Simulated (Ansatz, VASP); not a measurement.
WSe2: VASP beside Ansatz

INCAR

```
ALGO     = Normal         # electronic algorithm
EDIFF    = 1E-6           # SCF threshold, eV
ENCUT    = 520            # plane-wave cutoff, eV
GGA      = PS             # functional
ISIF     = 2              # what is computed and relaxed
ISMEAR   = 0              # smearing method
IVDW     = 12             # dispersion correction
LASPH    = True           # aspherical terms in the spheres
LCHARG   = True           # write CHGCAR
LELF     = True           # ELF
LREAL    = False          # projectors in reciprocal space
LVHAR    = True         
LWAVE    = False          # write WAVECAR
NBANDS   = 20             # bands
NELM     = 80             # most SCF steps
PREC     = Accurate       # precision mode
SIGMA    = 0.05           # smearing width, eV
```

The input KPOINTS:

```
k-points
0
Gamma
  12 12 2
```

Contents of POSCAR:

```
WSe2
1.0
    3.3179375931      0.0000000000      0.0000000000
   -1.6589687966      2.8734182438      0.0000000000
    0.0000000000      0.0000000000     16.6581424200
W Se
1 2
Direct
   -0.0226044035     -0.0226044035      0.0000000000
    0.3333333333      0.6666666667      0.0997865200
    0.3333333333      0.6666666667      0.9002134800
```

Input for Ansatz:

```yaml
crystal:
  lattice:
    - [3.3179375931, 0.0, 0.0]
    - [-1.6589687966, 2.8734182438, 0.0]
    - [0.0, 0.0, 16.65814242]
  atoms:
    - { symbol: W, position: [-0.0226044035, -0.0226044035, 0.0] }
    - { symbol: Se, position: [0.3333333333, 0.6666666667, 0.09978652] }
    - { symbol: Se, position: [0.3333333333, 0.6666666667, 0.90021348] }
basis:
  ecutwfc: 420
kpoints:
  mp_grid: { grid: [12, 12, 2] }
hamiltonian:
  xc: pbesol
  dispersion: d3bj
scf:
  occupations: { method: gaussian, width: 0.05 }
output:
  forces: true
  stress: true
  eigenvalues: true
```

Change from the starting cell: all W atoms moved +0.075 Å, as atom 1 towards its neighbour atom 1 (W) at 3.318 Å.

Alike in both runs: task single point; functional PBEsol; dispersion D3(BJ); k mesh 12 × 12 × 2; occupations gaussian, width 0.05 eV; no spin polarisation.

```csv
,VASP,Ansatz
version,VASP 6.6.1,Ansatz 0.2.0
potentials or method,"VASP PAW PBE potentials, release 64 (W_sv, Se), cutoff 520 eV","scalar-relativistic, plane waves, PAW"
valence electrons in the cell,26,46
```

VASP gave:

| Property | Result |
| --- | --- |
| gap on the k mesh at the Fermi level (eV) | 1.51 |
| least direct gap on the mesh (eV) | 1.51 |
| rms of the force components (eV/Å) | 0.561 |

Question: What did Ansatz give for the same quantities?

Answer: gap on the k mesh at the Fermi level (eV): 1.51; least direct gap on the mesh (eV): 1.51; rms of the force components (eV/Å): 0.560.

VASP's potentials were made for PBE, not for PBEsol. Atom by atom the forces differ by 0.027 eV/Å (rms over components). VASP's potentials hold 26 valence electrons a cell and Ansatz's 46, so a difference there can come from the potentials and not from the codes.

Neither program's run includes spin-orbit coupling.
